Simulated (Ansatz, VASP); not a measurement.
One calculation of B4C3, two programs

```
B C
1.0
     3.85521    0.00000    0.00000
     0.00000    3.85521    0.00000
     0.00000    0.00000    3.85521
B C
4 3
Direct
  0.20000 0.20000 0.80000
  0.80000 0.80000 0.80000
  0.20000 0.80000 0.20000
  0.80000 0.20000 0.20000
  0.00000 0.00000 0.50000
  0.50000 0.00000 0.00000
  0.00000 0.50000 0.00000
```

Alike in both runs: task relaxation of cell and atoms; functional PBE; k mesh 10 × 10 × 10; occupations gaussian, width 0.1 eV; no spin polarisation.

```csv
,VASP,Ansatz
version,VASP 6.6.1,Ansatz 0.2.0
potentials or method,"VASP PAW PBE potentials, release 64 (B, C), cutoff 600 eV","scalar-relativistic, plane waves, PAW"
valence electrons in the cell,24,24
```

```tsv
	VASP	Ansatz	Ansatz less VASP
gap on the k mesh at the Fermi level, each at its own relaxed structure (eV)	none	none	-
relaxed volume (Å³/atom)	8.17	8.17	+0.002
relaxed cell length with the largest relative difference (Å)	3.852	3.853	+0.0004
```

A gap of «none» marks a metal or a gap that the smearing closes.
